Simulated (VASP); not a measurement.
# CdF2 (Fm-3m) in VASP: a series of runs

Runs on CdF2. Level: r2SCAN. Tasks: relaxation of cell and atoms.

All numbers are computed with VASP 6.6.1; they aren't measurements. Logs are shortened: lines on timing, memory, paths and dates and some standing lists are left out, and cuts for length are marked.

## 1. The cell of the first run

The structure is cubic, space group Fm-3m (No. 225). The conventional cell has a = 5.276 Å, b = 5.276 Å, c = 5.276 Å, α = 90.00°, β = 90.00°, γ = 90.00°. Within 3.0 Å of Cd (site symmetry m-3m) lie 8 F at 2.28 Å. Within 3.0 Å of F (site symmetry -43m) lie 4 Cd at 2.28 Å and 6 F at 2.64 Å.

## 2. Relaxation of cell and atoms, r2SCAN, target pressure 8 GPa, at which the enthalpy is minimised

File POSCAR:

```
CdF2
1.0
    0.0000000000      2.6378161940      2.6378161940
    2.6378161940      0.0000000000      2.6378161940
    2.6378161940      2.6378161940      0.0000000000
Cd F
1 2
Direct
    0.0000000000      0.0000000000      0.0000000000
    0.2500000000      0.2500000000      0.2500000000
    0.7500000000      0.7500000000      0.7500000000
```

File INCAR.step1:

```
ALGO = Normal
EDIFF = 1E-4
ENCUT = 600
GGA = PE
ISMEAR = 0
LASPH = T
LCHARG = F
LREAL = F
LWAVE = T
NELM = 60
PREC = Accurate
SIGMA = 0.02
```

File INCAR.step2:

```
ALGO = Normal
EDIFF = 1E-6
EDIFFG = -0.008
ENCUT = 600
IBRION = 2
ISIF = 3
ISMEAR = 0
ISTART = 1
LASPH = T
LCHARG = F
LMIXTAU = T
LREAL = F
LWAVE = F
METAGGA = R2SCAN
NELM = 60
NSW = 70
PREC = Accurate
PSTRESS = 80.0
SIGMA = 0.02
```

File KPOINTS:

```
k-points
0
Gamma
  8 8 8
```

Potentials or basis: VASP PAW PBE potentials, release 64 (Cd, F).

Launch:

```console
$ cat potpaw_PBE.64/Cd/POTCAR potpaw_PBE.64/F/POTCAR > POTCAR
$ cp INCAR.step1 INCAR
$ mpirun -np 1 vasp_std > vasp.out
$ cp INCAR.step2 INCAR
$ mpirun -np 1 vasp_std > vasp.out
```

OUTCAR:

```text
EDIFF = 1E-6
   EDIFFG = -0.008
   ENCUT = 600
   IBRION = 2
   ISIF = 3
   ISMEAR = 0
   ISTART = 1
   LASPH = T
   LREAL = F
   METAGGA = R2SCAN
   NELM = 60
   NSW = 70
   PREC = Accurate
   PSTRESS = 80.0

 ion  position               nearest neighbor table
   1  0.000  0.000  0.000-   3 2.28   3 2.28   3 2.28   2 2.28   3 2.28   2 2.28   2 2.28   2 2.28

   2  0.250  0.250  0.250-   1 2.28   1 2.28   1 2.28   1 2.28
   3  0.750  0.750  0.750-   1 2.28   1 2.28   1 2.28   1 2.28

  LATTYP: Found a face centered cubic cell.
 ALAT       =     5.2756323880

  Lattice vectors:

 A1 = (   0.0000000000,   2.6378161940,   2.6378161940)
 A2 = (   2.6378161940,   0.0000000000,   2.6378161940)
 A3 = (   2.6378161940,   2.6378161940,   0.0000000000)

Analysis of symmetry for initial positions (statically):
=====================================================================
 Subroutine PRICEL returns:
 Original cell was already a primitive cell.

 Routine SETGRP: Setting up the symmetry group for a
 face centered cubic supercell.

 Subroutine GETGRP returns: Found 48 space group operations
 (whereof 48 operations were pure point group operations)
 out of a pool of 48 trial point group operations.

The static configuration has the point symmetry O_h .

Analysis of symmetry for dynamics (positions and initial velocities):
=====================================================================
 Subroutine PRICEL returns:
 Original cell was already a primitive cell.

 Routine SETGRP: Setting up the symmetry group for a
 face centered cubic supercell.

 Subroutine GETGRP returns: Found 48 space group operations
 (whereof 48 operations were pure point group operations)
 out of a pool of 48 trial point group operations.

The dynamic configuration has the point symmetry O_h .

 Subroutine INISYM returns: Found 48 space group operations
 (whereof 48 operations are pure point group operations),
 and found     1 'primitive' translations

----------------------------------------------------------------------------------------

                                     Primitive cell

  volume of cell :      36.7082

  direct lattice vectors                    reciprocal lattice vectors
     0.000000000  2.637816194  2.637816194    -0.189550736  0.189550736  0.189550736
     2.637816194  0.000000000  2.637816194     0.189550736 -0.189550736  0.189550736
     2.637816194  2.637816194  0.000000000     0.189550736  0.189550736 -0.189550736

  length of vectors
     3.730435437  3.730435437  3.730435437     0.328311505  0.328311505  0.328311505

  position of ions in fractional coordinates (direct lattice)
     0.000000000  0.000000000  0.000000000
     0.250000000  0.250000000  0.250000000
     0.750000000  0.750000000  0.750000000

  ion indices of the primitive-cell ions
   primitive index   ion index
                 1           1
                 2           2
                 3           3

----------------------------------------------------------------------------------------

 KPOINTS: k-points

Automatic generation of k-mesh.
 Grid dimensions read from file:
 generate k-points for:    8    8    8

 Generating k-lattice:

  Cartesian coordinates                     Fractional coordinates (reciprocal lattice)
    -0.023693842  0.023693842  0.023693842     0.125000000  0.000000000  0.000000000
     0.023693842 -0.023693842  0.023693842     0.000000000  0.125000000  0.000000000
     0.023693842  0.023693842 -0.023693842     0.000000000  0.000000000  0.125000000

  Length of vectors
     0.041038938  0.041038938  0.041038938

  Shift w.r.t. Gamma in fractional coordinates (k-lattice)
     0.000000000  0.000000000  0.000000000

 Subroutine IBZKPT returns following result:
 ===========================================

 Found     29 irreducible k-points:

 Following reciprocal coordinates:
            Coordinates               Weight
  0.000000  0.000000  0.000000      1.000000
  0.125000  0.000000  0.000000      8.000000
  0.250000  0.000000  0.000000      8.000000
  0.375000  0.000000  0.000000      8.000000
  0.500000  0.000000  0.000000      4.000000
  0.125000  0.125000  0.000000      6.000000
[... 16 lines left out ...]
  0.500000  0.250000  0.125000     48.000000
 -0.375000  0.250000  0.125000     24.000000
 [... further k-points ...]
   k-points           NKPTS =     29   k-points in BZ     NKDIM =     29   number of bands    NBANDS=     17
   number of dos      NEDOS =    301   number of ions     NIONS =      3
   total plane-waves  NPLWV =  27000
   dimension x,y,z NGX =    30 NGY =   30 NGZ =   30
   dimension x,y,z NGXF=    60 NGYF=   60 NGZF=   60
   ions per type =               1   2
   NGX,Y,Z   is equivalent  to a cutoff of  13.37, 13.37, 13.37 a.u.
   NGXF,Y,Z  is equivalent  to a cutoff of  26.74, 26.74, 26.74 a.u.
 SYSTEM =  unknown system
   PREC   = accura    normal or accurate (medium, high low for compatibility)
   ISTART =      1    job   : 0-new  1-cont  2-samecut
   ICHARG =      0    charge: 1-file 2-atom 10-const
   ISPIN  =      1    spin polarized calculation?
   LNONCOLLINEAR =      F non collinear calculations
   LSORBIT =      F    spin-orbit coupling
   LASPH  =      T    aspherical Exc in radial PAW
   ENCUT  =  600.0 eV  44.10 Ry    6.64 a.u.   7.45  7.45  7.45*2*pi/ulx,y,z
   NELM   =     60;   NELMIN=  2; NELMDL=  0     # of ELM steps
   EDIFF  = 0.1E-05   stopping-criterion for ELM
   LREAL  =      F    real-space projection
   EDIFFG = -.8E-02   stopping-criterion for IOM
   NSW    =     70    number of steps for IOM
   IBRION =      2    ionic relax: 0-MD 1-quasi-New 2-CG
   NFREE  =      1    steps in history (QN), initial steepest desc. (CG)
   ISIF   =      3    stress and relaxation
   ISYM   =      2    0-nonsym 1-usesym 2-fastsym
   POTIM  = 0.5000    time-step for ionic-motion
   TEBEG  =    0.0;   TEEND  =   0.0 temperature during run
   PSTRESS=   80.0 pullay stress
   NELECT =      26.0000    total number of electrons
   NUPDOWN=      -1.0000    fix difference up-down
   EMIN   =  10.00;   EMAX   =-10.00  energy-range for DOS
   EFERMI =   0.00;   METHOD = LEGACY
   ISMEAR =     0;   SIGMA  =   0.02  broadening in eV -4-tet -1-fermi 0-gaus
   EFERMI_NEDOS =   21; number of points for ismear=-14 and -15
   IALGO  =     38    algorithm
   IMIX   =      4    mixing-type and parameters
     AMIX     =   0.40;   BMIX     =  1.00
     AMIX_MAG =   1.60;   BMIX_MAG =  1.00
  volume/ion in A,a.u.               =      12.24        82.57
  Fermi-wavevector in a.u.,A,eV,Ry     =   1.459301  2.757678 28.974398  2.129558
  Thomas-Fermi vector in A             =   2.575884
   LORBIT       =      0    0 simple, 1 ext, 2 COOP (PROOUT), +10 PAW based schemes
   METAGGA = R2SCAN    functional components
   LHFCALC =     F    Hartree Fock is set to
   AEXX    =    0.0000 exact exchange contribution
   IVDW    =     0    specifies the selected vdW correction
   LEPSILON=     F    determine dielectric tensor
   LRPA    =     F    only Hartree local field effects (RPA)
 conjugate gradient relaxation of ions
 non-spin polarized calculation
 Gauss-broadening in eV      SIGMA  =   0.02
  energy-cutoff  :      600.00
  volume of cell :       36.71
 maximum number of plane-waves:      1243
 NGX is ok and might be reduce to    30
   NGX = 15   NGY = 15   NGZ = 15

--------------------------------------- Ionic step        1  -------------------------------------------

 number of electron      26.0000021 magnetization

 Free energy of the ion-electron system (eV)
  ---------------------------------------------------
  ext. energy  EPLUGINS =         0.00000000
  ---------------------------------------------------
  free energy    TOTEN  =       -33.64249778 eV

  energy without entropy =      -33.64249778  energy(sigma->0) =      -33.64249778

------------------------ aborting loop because EDIFF is reached ----------------------------------------

  FORCE on cell =-STRESS in cart. coord.  units (eV):
  Direction    XX          YY          ZZ          XY          YZ          ZX
  --------------------------------------------------------------------------------------
  -------------------------------------------------------------------------------------
  Total        2.1886655      2.1886655      2.1886655     -0.0000000      0.0000000     -0.0000000
  in kB       95.5270542     95.5270542     95.5270542     -0.0000000      0.0000000     -0.0000000
  external PRESSURE =      15.5270542 kB  Pullay stress =      80.0000000 kB

 VOLUME and BASIS-vectors are now :
 -----------------------------------------------------------------------------
  energy-cutoff  :      600.00
  volume of cell :       36.71
      direct lattice vectors                 reciprocal lattice vectors
     0.000000000  2.637816194  2.637816194    -0.189550736  0.189550736  0.189550736
     2.637816194  0.000000000  2.637816194     0.189550736 -0.189550736  0.189550736
     2.637816194  2.637816194  0.000000000     0.189550736  0.189550736 -0.189550736
[... 48 lines left out ...]
  FREE ENERGIE OF THE ION-ELECTRON SYSTEM (eV)
  ---------------------------------------------------
  free  energy   TOTEN  =       -33.6750025234 eV

  energy  without entropy=      -33.6750025234  energy(sigma->0) =      -33.67500252

  enthalpy is  TOTEN    =       -31.8104474912 eV   P V=        1.8645550321

--------------------------------------- Ionic step        3  -------------------------------------------

 number of electron      26.0000015 magnetization

 Free energy of the ion-electron system (eV)
  ---------------------------------------------------
  ext. energy  EPLUGINS =         0.00000000
  ---------------------------------------------------
  free energy    TOTEN  =       -33.66256746 eV

  energy without entropy =      -33.66256746  energy(sigma->0) =      -33.66256746

 E-fermi :  -1.3494     XC(G=0): -11.3630

 val. band max:       -1.4520249001   @ k =  -0.2500   0.5000   0.2500
 cond. band min:       2.4936196985   @ k =   0.0000   0.0000   0.0000
 fundamental gap:      3.9456445985
 Fermi energy:        -1.3494033274

 k-point     1 :       0.0000    0.0000    0.0000
  band No.  band energies     occupation
      1     -23.7109      2.00000
      2     -22.4913      2.00000
      3      -7.2761      2.00000
      4      -7.2761      2.00000
      5      -7.2761      2.00000
      6      -5.7764      2.00000
[... 9 lines left out ...]
     16      12.4214      0.00000
     17      12.4214      0.00000
[... 441 lines left out ...]
 k-point    24 :      -0.3750    0.2500    0.1250
  band No.  band energies     occupation
      1     -23.0897      2.00000
      2     -23.0472      2.00000
      3      -6.7647      2.00000
      4      -6.6053      2.00000
      5      -5.8976      2.00000
      6      -5.8440      2.00000
[... 9 lines left out ...]
     16      12.9436      0.00000
     17      13.7942      0.00000

 [... further k-points ...]

------------------------ aborting loop because EDIFF is reached ----------------------------------------

  FORCE on cell =-STRESS in cart. coord.  units (eV):
  Direction    XX          YY          ZZ          XY          YZ          ZX
  --------------------------------------------------------------------------------------
  -------------------------------------------------------------------------------------
  Total        1.8575906      1.8575906      1.8575906      0.0000000      0.0000000      0.0000000
  in kB       80.2746492     80.2746492     80.2746492      0.0000000      0.0000000      0.0000000
  external PRESSURE =       0.2746492 kB  Pullay stress =      80.0000000 kB

 VOLUME and BASIS-vectors are now :
 -----------------------------------------------------------------------------
  energy-cutoff  :      600.00
  volume of cell :       37.08
      direct lattice vectors                 reciprocal lattice vectors
    -0.000000000  2.646574120  2.646574120    -0.188923483  0.188923483  0.188923483
     2.646574120  0.000000000  2.646574120     0.188923483 -0.188923483  0.188923483
     2.646574120  2.646574120  0.000000000     0.188923483  0.188923483 -0.188923483

 POSITION                                       TOTAL-FORCE (eV/Angst)
 -----------------------------------------------------------------------------------
      0.00000      0.00000      0.00000        -0.000000      0.000000      0.000000
      1.32329      1.32329      1.32329         0.000000      0.000000      0.000000
      3.96986      3.96986      3.96986        -0.000000     -0.000000     -0.000000
 -----------------------------------------------------------------------------------
    total drift:                                0.000000     -0.000000      0.000000

  FREE ENERGIE OF THE ION-ELECTRON SYSTEM (eV)
  ---------------------------------------------------
  free  energy   TOTEN  =       -33.6625674588 eV

  energy  without entropy=      -33.6625674588  energy(sigma->0) =      -33.66256746

  enthalpy is  TOTEN    =       -31.8113323233 eV   P V=        1.8512351355

 reached required accuracy - stopping structural energy minimisation
```

Wall time 1.7 min (1 thread of Intel Xeon 6975P-C (Granite Rapids), shared host); peak memory 0.19 GiB.

Results:

| Item | Value |
| --- | --- |
| Free energy | -33.6626 eV |
| Relaxed volume | 12.36 Å³/atom |
| Relaxed cell | a = 3.743 Å, b = 3.743 Å, c = 3.743 Å, α = 60.00°, β = 60.00°, γ = 60.00° |
| Space group after relaxing (to 0.1 Å) | Fm-3m (No. 225) |
| Energy change on relaxing (the run minimises the enthalpy) | -6.7 meV/atom |
| Ionic steps | 3 |
| Pressure after relaxing | 8.0 GPa |
| Band gap on the k mesh | 3.95 eV (least direct gap 4.37 eV) |

Step by step:
```
step  energy change (eV)  largest force (eV/Å)  pressure (GPa)  volume (Å³)
   1              0.0000                0.0000            9.55        36.71
   2             -0.0325                0.0000            6.95        37.34
   3             -0.0201                0.0000            8.03        37.08
```

Final structure:
```
Cd F
1.0
     0.00000    2.64657    2.64657
     2.64657    0.00000    2.64657
     2.64657    2.64657    0.00000
Cd F
1 2
Direct
  0.00000 0.00000 0.00000
  0.25000 0.25000 0.25000
  0.75000 0.75000 0.75000
```

Caveat: the cell is relaxed towards a set pressure, so the run minimises the enthalpy, not the energy; the PAW data sets were made with another functional, which shifts forces and pressure a little. A k mesh can miss the band edges.

(Continued in part 2 of 2.)
